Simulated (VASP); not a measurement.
# Ca (R-3m) in VASP: relaxation of cell and atoms with PBE

Aim: the relaxation of cell and atoms of Ca with PBE.

Everything below comes from runs of VASP 6.6.1. Logs are shortened: lines on timing, memory, paths and dates and some standing lists are left out, and cuts for length are marked.

## Step 1: The cell of the first run

It takes space group R-3m (No. 166, trigonal). The conventional cell has a = 4.513 Å, b = 4.513 Å, c = 11.960 Å, α = 90.00°, β = 90.00°, γ = 120.00°. Ca (site symmetry 3m) has 6 Ca at 3.04 to 3.56 Å within 4.0 Å.

## Step 2: Relaxation of cell and atoms, PBE, target pressure 6.1 GPa, at which the enthalpy is minimised

INCAR reads:

```
PREC = Accurate ; ENCUT = 600
EDIFF = 1E-6 ; ISMEAR = -1
SIGMA = 0.08 ; LREAL = False
LASPH = True ; NELM = 60
ALGO = Normal ; ISIF = 3
LWAVE = False ; LCHARG = False
GGA = PE ; IBRION = 2
NSW = 60 ; EDIFFG = -0.005
PSTRESS = 61.0
```

KPOINTS reads:

```
regular mesh
0
Gamma
  10 10 10
```

POSCAR reads:

```
Ca
1.0
    2.2565399067     -1.3028139226      3.9865538352
    0.0000000000      2.6056278452      3.9865538352
   -2.2565399067     -1.3028139226      3.9865538352
Ca
2
Direct
    0.2320000000      0.2320000000      0.2320000000
   -0.2320000000     -0.2320000000     -0.2320000000
```

Potentials or basis: VASP PAW PBE potentials, release 64 (Ca_sv).

Started as:

```console
cat potpaw_PBE.64/Ca_sv/POTCAR > POTCAR
mpirun -np 1 vasp_std > vasp.out
```

OUTCAR:

```text
PREC = Accurate
   ENCUT = 600
   EDIFF = 1E-6
   ISMEAR = -1
   LREAL = False
   LASPH = True
   NELM = 60
   ISIF = 3
   GGA = PE
   IBRION = 2
   NSW = 60
   EDIFFG = -0.005
   PSTRESS = 61.0

 ion  position               nearest neighbor table
   1  0.232  0.232  0.232-   2 3.04   2 3.04   2 3.04
   2  0.768  0.768  0.768-   1 3.04   1 3.04   1 3.04

  LATTYP: Found a trigonal (rhomboedric) cell.
 ALAT       =     4.7625526715
 COS(alpha) =     0.5510102270

  Lattice vectors:

 A1 = (   2.2565399067,  -1.3028139226,   3.9865538352)
 A2 = (   0.0000000000,   2.6056278452,   3.9865538352)
 A3 = (  -2.2565399067,  -1.3028139226,   3.9865538352)

Analysis of symmetry for initial positions (statically):
=====================================================================
 Subroutine PRICEL returns:
 Original cell was already a primitive cell.

 Routine SETGRP: Setting up the symmetry group for a
 trigonal (rhombohedral) supercell.

 Subroutine GETGRP returns: Found 12 space group operations
 (whereof 12 operations were pure point group operations)
 out of a pool of 12 trial point group operations.

The static configuration has the point symmetry D_3d.

Analysis of symmetry for dynamics (positions and initial velocities):
=====================================================================
 Subroutine PRICEL returns:
 Original cell was already a primitive cell.

 Routine SETGRP: Setting up the symmetry group for a
 trigonal (rhombohedral) supercell.

 Subroutine GETGRP returns: Found 12 space group operations
 (whereof 12 operations were pure point group operations)
 out of a pool of 12 trial point group operations.

The dynamic configuration has the point symmetry D_3d.

 Subroutine INISYM returns: Found 12 space group operations
 (whereof 12 operations are pure point group operations),
 and found     1 'primitive' translations

----------------------------------------------------------------------------------------

                                     Primitive cell

  volume of cell :      70.3193

  direct lattice vectors                    reciprocal lattice vectors
     2.256539907 -1.302813923  3.986553835     0.221578178 -0.127928220  0.083614407
     0.000000000  2.605627845  3.986553835     0.000000000  0.255856441  0.083614407
    -2.256539907 -1.302813923  3.986553835    -0.221578178 -0.127928220  0.083614407

  length of vectors
     4.762552671  4.762552671  4.762552671     0.269172598  0.269172598  0.269172598

  position of ions in fractional coordinates (direct lattice)
     0.232000000  0.232000000  0.232000000
     0.768000000  0.768000000  0.768000000

  ion indices of the primitive-cell ions
   primitive index   ion index
                 1           1
                 2           2

----------------------------------------------------------------------------------------

 KPOINTS: regular mesh

Automatic generation of k-mesh.
 Grid dimensions read from file:
 generate k-points for:   10   10   10

 Generating k-lattice:

  Cartesian coordinates                     Fractional coordinates (reciprocal lattice)
     0.022157818 -0.012792822  0.008361441     0.100000000  0.000000000 -0.000000000
     0.000000000  0.025585644  0.008361441     0.000000000  0.100000000  0.000000000
    -0.022157818 -0.012792822  0.008361441    -0.000000000  0.000000000  0.100000000

  Length of vectors
     0.026917260  0.026917260  0.026917260

  Shift w.r.t. Gamma in fractional coordinates (k-lattice)
     0.000000000  0.000000000  0.000000000

 Subroutine IBZKPT returns following result:
 ===========================================

 Found    116 irreducible k-points:

 Following reciprocal coordinates:
            Coordinates               Weight
  0.000000  0.000000  0.000000      1.000000
  0.100000 -0.000000 -0.000000      6.000000
  0.200000 -0.000000 -0.000000      6.000000
  0.300000  0.000000 -0.000000      6.000000
  0.400000  0.000000  0.000000      6.000000
  0.500000  0.000000 -0.000000      3.000000
[... 16 lines left out ...]
  0.300000  0.300000  0.000000      6.000000
  0.400000  0.300000  0.000000     12.000000
 [... further k-points ...]
   k-points           NKPTS =    116   k-points in BZ     NKDIM =    116   number of bands    NBANDS=     14
   number of dos      NEDOS =    301   number of ions     NIONS =      2
   total plane-waves  NPLWV =  64000
   dimension x,y,z NGX =    40 NGY =   40 NGZ =   40
   dimension x,y,z NGXF=    80 NGYF=   80 NGZF=   80
   ions per type =               2
   NGX,Y,Z   is equivalent  to a cutoff of  13.96, 13.96, 13.96 a.u.
   NGXF,Y,Z  is equivalent  to a cutoff of  27.93, 27.93, 27.93 a.u.
 SYSTEM =  unknown system
   PREC   = accura    normal or accurate (medium, high low for compatibility)
   ISTART =      0    job   : 0-new  1-cont  2-samecut
   ICHARG =      2    charge: 1-file 2-atom 10-const
   ISPIN  =      1    spin polarized calculation?
   LNONCOLLINEAR =      F non collinear calculations
   LSORBIT =      F    spin-orbit coupling
   LASPH  =      T    aspherical Exc in radial PAW
   ENCUT  =  600.0 eV  44.10 Ry    6.64 a.u.   9.51  9.51  9.51*2*pi/ulx,y,z
   NELM   =     60;   NELMIN=  2; NELMDL= -5     # of ELM steps
   EDIFF  = 0.1E-05   stopping-criterion for ELM
   LREAL  =      F    real-space projection
   EDIFFG = -.5E-02   stopping-criterion for IOM
   NSW    =     60    number of steps for IOM
   IBRION =      2    ionic relax: 0-MD 1-quasi-New 2-CG
   NFREE  =      1    steps in history (QN), initial steepest desc. (CG)
   ISIF   =      3    stress and relaxation
   ISYM   =      2    0-nonsym 1-usesym 2-fastsym
   POTIM  = 0.5000    time-step for ionic-motion
   TEBEG  =    0.0;   TEEND  =   0.0 temperature during run
   PSTRESS=   61.0 pullay stress
   NELECT =      20.0000    total number of electrons
   NUPDOWN=      -1.0000    fix difference up-down
   EMIN   =  10.00;   EMAX   =-10.00  energy-range for DOS
   EFERMI =   0.00;   METHOD = LEGACY
   ISMEAR =    -1;   SIGMA  =   0.08  broadening in eV -4-tet -1-fermi 0-gaus
   EFERMI_NEDOS =   21; number of points for ismear=-14 and -15
   IALGO  =     38    algorithm
   IMIX   =      4    mixing-type and parameters
     AMIX     =   0.40;   BMIX     =  1.00
     AMIX_MAG =   1.60;   BMIX_MAG =  1.00
  volume/ion in A,a.u.               =      35.16       237.27
  Fermi-wavevector in a.u.,A,eV,Ry     =   1.076614  2.034506 15.770485  1.159098
  Thomas-Fermi vector in A             =   2.212503
   LORBIT       =      0    0 simple, 1 ext, 2 COOP (PROOUT), +10 PAW based schemes
   GGA     = PE    functional components
   LHFCALC =     F    Hartree Fock is set to
   AEXX    =    0.0000 exact exchange contribution
   IVDW    =     0    specifies the selected vdW correction
   LEPSILON=     F    determine dielectric tensor
   LRPA    =     F    only Hartree local field effects (RPA)
 conjugate gradient relaxation of ions
 non-spin polarized calculation
  energy-cutoff  :      600.00
  volume of cell :       70.32
 maximum number of plane-waves:      2368
 NGX is ok and might be reduce to    40
   NGX = 19   NGY = 19   NGZ = 19

--------------------------------------- Ionic step        1  -------------------------------------------

 number of electron      20.0000001 magnetization

 Free energy of the ion-electron system (eV)
  ---------------------------------------------------
  ext. energy  EPLUGINS =         0.00000000
  ---------------------------------------------------
  free energy    TOTEN  =        -2.65494365 eV

  energy without entropy =       -2.62535197  energy(sigma->0) =       -2.64014781

------------------------ aborting loop because EDIFF is reached ----------------------------------------

  FORCE on cell =-STRESS in cart. coord.  units (eV):
  Direction    XX          YY          ZZ          XY          YZ          ZX
  --------------------------------------------------------------------------------------
  -------------------------------------------------------------------------------------
  Total        1.6974966      1.6974966      1.0732698      0.0000000      0.0000000      0.0000000
  in kB       38.6763246     38.6763246     24.4537347      0.0000000      0.0000000      0.0000000
  external PRESSURE =     -27.0645387 kB  Pullay stress =      61.0000000 kB
[... 93 lines left out ...]
  FREE ENERGIE OF THE ION-ELECTRON SYSTEM (eV)
  ---------------------------------------------------
  free  energy   TOTEN  =        -2.4714403930 eV

  energy  without entropy=       -2.4543458211  energy(sigma->0) =       -2.46289311

  enthalpy is  TOTEN    =        -0.2708749972 eV   P V=        2.2005653958

 E-fermi :   4.0861     XC(G=0):  -9.3638

 val. band max:        4.0802922009   @ k =  -0.3000  -0.4000   0.1000
 cond. band min:       4.0963053802   @ k =   0.5000   0.2000  -0.0000
 fundamental gap:      0.0160131793
 Fermi energy:         4.0860899211

 k-point     1 :       0.0000    0.0000    0.0000
  band No.  band energies     occupation
      1     -37.1664      2.00000
      2     -37.1484      2.00000
      3     -18.1537      2.00000
      4     -17.9245      2.00000
      5     -17.4702      2.00000
      6     -17.4702      2.00000
      7     -17.4634      2.00000
      8     -17.4634      2.00000
      9      -0.1937      2.00000
     10       2.2543      2.00000
     11       3.2247      1.99996
     12       4.7643      0.00042
     13       7.2471      0.00000
     14       7.2471      0.00000
[... 375 lines left out ...]
 k-point    24 :       0.4000    0.3000    0.0000
  band No.  band energies     occupation
      1     -36.9089      2.00000
      2     -36.9010      2.00000
      3     -18.6926      2.00000
      4     -18.6763      2.00000
      5     -17.8523      2.00000
      6     -17.8250      2.00000
      7     -17.8112      2.00000
      8     -17.7588      2.00000
      9       2.8929      2.00000
     10       3.3186      1.99986
     11       4.2982      0.13178
     12       5.1729      0.00000
     13       6.0172      0.00000
     14       6.5643      0.00000

 [... further k-points ...]

[... ionic steps 4 to 32 ...]

--------------------------------------- Ionic step       33  -------------------------------------------

 number of electron      20.0000005 magnetization

------------------------ aborting loop because EDIFF is reached ----------------------------------------

  FORCE on cell =-STRESS in cart. coord.  units (eV):
  Direction    XX          YY          ZZ          XY          YZ          ZX
  --------------------------------------------------------------------------------------
  -------------------------------------------------------------------------------------
  Total        2.5151475      2.5151475      2.5677564      0.0000000      0.0000000      0.0000000
  in kB       60.7383676     60.7383677     62.0088209      0.0000000      0.0000000      0.0000000
  external PRESSURE =       0.1618521 kB  Pullay stress =      61.0000000 kB
[... 61 lines left out ...]
  enthalpy is  TOTEN    =        -1.0577920358 eV   P V=        2.5268925954

--------------------------------------- Ionic step       35  -------------------------------------------

 number of electron      20.0000005 magnetization

 Free energy of the ion-electron system (eV)
  ---------------------------------------------------
  ext. energy  EPLUGINS =         0.00000000
  ---------------------------------------------------
  free energy    TOTEN  =        -3.58587528 eV

  energy without entropy =       -3.54199126  energy(sigma->0) =       -3.56393327

 E-fermi :   3.0392     XC(G=0):  -8.5152

 val. band max:        3.0261089585   @ k =  -0.2000   0.2000   0.0000
 cond. band min:       3.0505517628   @ k =  -0.4000   0.4000   0.0000
 fundamental gap:      0.0244428043
 Fermi energy:         3.0392438875

 k-point     1 :       0.0000    0.0000    0.0000
  band No.  band energies     occupation
      1     -38.4749      2.00000
      2     -38.4337      2.00000
      3     -19.6607      2.00000
      4     -19.3769      2.00000
      5     -19.3769      2.00000
      6     -19.3341      2.00000
      7     -19.3341      2.00000
      8     -19.3341      2.00000
      9      -1.4187      2.00000
     10       1.9180      2.00000
     11       3.1470      0.41260
     12       5.4874      0.00000
     13       5.4874      0.00000
     14       5.6711      0.00000
[... 375 lines left out ...]
 k-point    24 :       0.4000    0.3000    0.0000
  band No.  band energies     occupation
      1     -38.4411      2.00000
      2     -38.4232      2.00000
      3     -19.6031      2.00000
      4     -19.5888      2.00000
      5     -19.4716      2.00000
      6     -19.4393      2.00000
      7     -19.3852      2.00000
      8     -19.3691      2.00000
      9       0.9114      2.00000
     10       2.3750      1.99950
     11       3.5758      0.00244
     12       3.8866      0.00005
     13       4.2985      0.00000
     14       5.4489      0.00000

 [... further k-points ...]

------------------------ aborting loop because EDIFF is reached ----------------------------------------

  FORCE on cell =-STRESS in cart. coord.  units (eV):
  Direction    XX          YY          ZZ          XY          YZ          ZX
  --------------------------------------------------------------------------------------
  -------------------------------------------------------------------------------------
  Total        2.5183918      2.5183918      2.5328853      0.0000000      0.0000000      0.0000000
  in kB       60.7665810     60.7665811     61.1162962      0.0000000      0.0000000      0.0000000
  external PRESSURE =      -0.1168472 kB  Pullay stress =      61.0000000 kB
[... 17 lines left out ...]
  FREE ENERGIE OF THE ION-ELECTRON SYSTEM (eV)
  ---------------------------------------------------
  free  energy   TOTEN  =        -3.5858752759 eV

  energy  without entropy=       -3.5419912553  energy(sigma->0) =       -3.56393327

  enthalpy is  TOTEN    =        -1.0578097236 eV   P V=        2.5280655522

 reached required accuracy - stopping structural energy minimisation
```

Wall time 26 min (1 thread of Intel Xeon 6975P-C (Granite Rapids), shared host); peak memory 0.32 GiB.

Results:

| Item | Value |
| --- | --- |
| Free energy | -3.5859 eV |
| Relaxed volume | 33.20 Å³/atom |
| Relaxed cell | a = 6.239 Å, b = 6.239 Å, c = 6.239 Å, α = 33.64°, β = 33.64°, γ = 33.64° |
| Space group after relaxing (to 0.1 Å) | Fm-3m (No. 225) |
| Energy change on relaxing (the run minimises the enthalpy) | -465.5 meV/atom |
| Ionic steps | 35 |
| Pressure after relaxing | 6.1 GPa |

Forces in eV/Å, atoms in the order of the input:
```
Ca   0.000  0.000 -0.003
Ca   0.000  0.000  0.003
```

Step by step:
```csv
step,energy change (eV),largest force (eV/Å),pressure (GPa),volume (Å³)
1,0.0000,1.3416,3.39,70.32
2,0.0059,0.9633,5.29,64.44
3,0.1835,0.4268,8.61,57.80
4,0.1471,0.5040,8.08,58.68
5,0.0015,0.1962,6.86,61.10
6,-0.0662,0.0018,6.16,62.63
7,-0.0693,0.0083,6.13,62.71
8,-0.0778,0.0121,6.08,62.83
9,-0.1070,0.0248,5.96,63.17
10,-0.1802,0.0556,5.88,63.68
11,-0.3631,0.1308,6.32,64.02
12,-0.6706,0.2834,8.49,62.35
13,1.6083,0.2095,18.43,51.67
14,-0.6707,0.3544,9.17,61.39
15,-0.5997,0.3698,10.07,60.18
16,-0.6251,0.3679,9.82,60.49
17,-0.6275,0.3665,9.79,60.54
18,-0.6344,0.3621,9.71,60.68
19,-0.6453,0.3526,9.55,60.96
20,-0.6420,0.3560,9.56,60.87
21,-0.6453,0.3542,9.52,60.92
22,-0.6552,0.3492,9.41,61.07
23,-0.6748,0.3390,9.19,61.38
24,-0.7124,0.3191,8.76,62.01
25,-0.7824,0.2805,7.92,63.27
26,-0.9026,0.2095,6.41,65.84
27,-0.9360,0.1883,5.97,66.67
28,-0.9406,0.1853,5.90,66.79
29,-0.9400,0.1709,5.91,66.76
30,-0.9379,0.1282,5.96,66.65
31,-0.9320,0.0413,6.06,66.44
32,-0.9285,0.0007,6.12,66.34
33,-0.9288,0.0042,6.12,66.35
34,-0.9297,0.0036,6.08,66.37
35,-0.9309,0.0026,6.09,66.40
```

Final structure:
```cif
data_structure
_symmetry_space_group_name_H-M 'P 1'
_symmetry_Int_Tables_number 1
_cell_length_a 6.2387
_cell_length_b 6.2387
_cell_length_c 6.2387
_cell_angle_alpha 33.645
_cell_angle_beta 33.645
_cell_angle_gamma 33.645
_cell_volume 66.40
loop_
_atom_site_label
_atom_site_type_symbol
_atom_site_fract_x
_atom_site_fract_y
_atom_site_fract_z
_atom_site_occupancy
Ca1 Ca 0.25002 0.25002 0.25002 1
Ca2 Ca 0.74998 0.74998 0.74998 1
```

Caveat: the cell is relaxed towards a set pressure, so the run minimises the enthalpy, not the energy; a cell axis changed by over 15 % at a fixed basis, so the end point is rough.
